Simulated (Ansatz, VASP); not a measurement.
## Two plane-wave programs on KRb2WF6

Contents of POSCAR:

```
KRb2WF6
1.0
    0.0000000000      4.4755090000      4.4755090000
    4.4755090000      0.0000000000      4.4755090000
    4.4755090000      4.4755090000      0.0000000000
W K Rb F
1 1 2 6
Direct
    0.0000000000      0.0000000000      0.0000000000
    0.5000000000      0.5000000000      0.5000000000
    0.2500000000      0.2500000000      0.2500000000
    0.7500000000      0.7500000000      0.7500000000
    0.7730000000      0.2270000000      0.2270000000
    0.2270000000      0.7730000000      0.2270000000
    0.2270000000      0.7730000000      0.7730000000
    0.7730000000      0.2270000000      0.7730000000
    0.2270000000      0.2270000000      0.7730000000
    0.7730000000      0.7730000000      0.2270000000
```

The input INCAR.step1:

```
ALGO = Normal
EDIFF = 1E-4
ENCUT = 520
GGA = PE
ISMEAR = -1
LASPH = True
LCHARG = False
LREAL = False
LWAVE = True
NBANDS = 52
NELM = 60
PREC = Accurate
SIGMA = 0.1
```

File INCAR.step2:

```
ALGO = Normal
EDIFF = 1E-6
ENCUT = 520
ISIF = 2
ISMEAR = -1
ISTART = 1
LASPH = True
LCHARG = False
LMIXTAU = True
LREAL = False
LWAVE = False
METAGGA = R2SCAN
NBANDS = 52
NELM = 60
PREC = Accurate
SIGMA = 0.1
```

KPOINTS

```
k-points
0
Gamma
  4 4 4
```

Input for Ansatz:

```yaml
crystal:
  lattice:
    - [0.0, 4.475509, 4.475509]
    - [4.475509, 0.0, 4.475509]
    - [4.475509, 4.475509, 0.0]
  atoms:
    - { symbol: W, position: [0.0, 0.0, 0.0] }
    - { symbol: K, position: [0.5, 0.5, 0.5] }
    - { symbol: Rb, position: [0.25, 0.25, 0.25] }
    - { symbol: Rb, position: [0.75, 0.75, 0.75] }
    - { symbol: F, position: [0.773, 0.227, 0.227] }
    - { symbol: F, position: [0.227, 0.773, 0.227] }
    - { symbol: F, position: [0.227, 0.773, 0.773] }
    - { symbol: F, position: [0.773, 0.227, 0.773] }
    - { symbol: F, position: [0.227, 0.227, 0.773] }
    - { symbol: F, position: [0.773, 0.773, 0.227] }
  symmetry: { tolerance: 0.0003 }
kpoints:
  mp_grid: { grid: [4, 4, 4], shift: [0, 0, 0] }
magnetization:
  spin_polarized: false
scf:
  occupations: { method: fermi_dirac }
  initial_density: { chi_scale: 0.3 }
hamiltonian:
  pseudopotentials: { kind: paw }
  xc: r2scan
basis:
  ecutwfc: "600 eV"
output:
  forces: true
  stress: true
  eigenvalues: true
```

Alike in both runs: task single point; functional r2SCAN; k mesh 4 × 4 × 4; no spin polarisation.

```csv
,VASP,Ansatz
version,VASP 6.6.1,Ansatz 0.2.0
potentials or method,"VASP PAW PBE potentials, release 64 (W_sv, K_sv, Rb_sv, F), cutoff 520 eV",PAW plane waves
occupations,"fermi-dirac, width 0.1 eV",fermi-dirac
valence electrons in the cell,83,83
```

|  | VASP | Ansatz | Ansatz less VASP |
| --- | --- | --- | --- |
| gap on the k mesh at the Fermi level (eV) | none | none | - |
| pressure (GPa) | 2.6 | 2.0 | -0.59 |
| rms of the force components (eV/Å) | 0.165 | 0.088 | -0.0768 |

VASP's potentials were made for PBE, not for r2SCAN. Atom by atom the forces differ by 0.077 eV/Å (rms over components). A gap of «none» marks a metal or a gap that the smearing closes.

Spin-orbit coupling is off throughout.
